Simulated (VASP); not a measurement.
A run of VASP 6.6.1 is set up as follows.

Contents of INCAR:

```
SYSTEM = KMgAgC6N6
PREC = Accurate
ENCUT = 840
EDIFF = 1E-6
ISMEAR = 0
SIGMA = 0.1
LREAL = Auto
LASPH = .TRUE.
NELM = 120
ALGO = Normal
ISIF = 2
LWAVE = .FALSE.
LCHARG = .FALSE.
GGA = PE
NBANDS = 59
GGA_COMPAT = .FALSE.
```

File KPOINTS:

```
Automatic mesh
0
G
  4 4 4
  0 0 0
```

File POSCAR:

```
KMgAgC6N6
1.0
    0.0000000000      5.2700000000      5.2700000000
    5.2700000000      0.0000000000      5.2700000000
    5.2700000000      5.2700000000      0.0000000000
K Mg Ag C N
1 1 1 6 6
Direct
    0.7500000000      0.7500000000      0.7500000000
    0.0000000000      0.0000000000      0.0000000000
    0.5000000000      0.5000000000      0.5000000000
    0.8121442100      0.1878557900      0.1878557900
    0.1878557900      0.1878557900      0.8121442100
    0.8121442100      0.1878557900      0.8121442100
    0.1878557900      0.8121442100      0.8121442100
    0.8121442100      0.8121442100      0.1878557900
    0.1878557900      0.8121442100      0.1878557900
    0.7011385200      0.2988614800      0.2988614800
    0.2988614800      0.2988614800      0.7011385200
    0.7011385200      0.2988614800      0.7011385200
    0.2988614800      0.7011385200      0.7011385200
    0.7011385200      0.7011385200      0.2988614800
    0.2988614800      0.7011385200      0.2988614800
```

Potentials or basis: VASP PAW PBE potentials, release 64 (K_sv, Mg_sv, Ag_sv_GW, C, N).

Run with:

```console
$ cat potpaw_PBE.64/K_sv/POTCAR potpaw_PBE.64/Mg_sv/POTCAR potpaw_PBE.64/Ag_sv_GW/POTCAR potpaw_PBE.64/C/POTCAR potpaw_PBE.64/N/POTCAR > POTCAR
$ mpirun -np 1 vasp_std > vasp.out
```

Question: Predict the pressure.

Answer: 8.9 GPa.

Question: What does it give for the band gap on the k mesh?

Answer: Zero (bands 46 and 47 overlap by 0.26 eV).

Question: Estimate the largest force.

Answer: 2.240 eV/Å.

Forces on the atoms (eV/Å):
```
K    0.000  0.000  0.000
Mg   0.000  0.000  0.000
Ag   0.000  0.000  0.000
C    2.240  0.000  0.000
C    0.000  0.000  2.240
C    0.000 -2.240  0.000
C   -2.240  0.000  0.000
C    0.000  0.000 -2.240
C    0.000  2.240  0.000
N   -0.097  0.000  0.000
N    0.000  0.000 -0.097
N    0.000  0.097  0.000
N    0.097  0.000  0.000
N    0.000  0.000  0.097
N    0.000 -0.097  0.000
```

Caveat: the cell stands under pressure; forces of over 1 eV/Å act on the atoms, so gaps and moduli don't describe the material at rest.
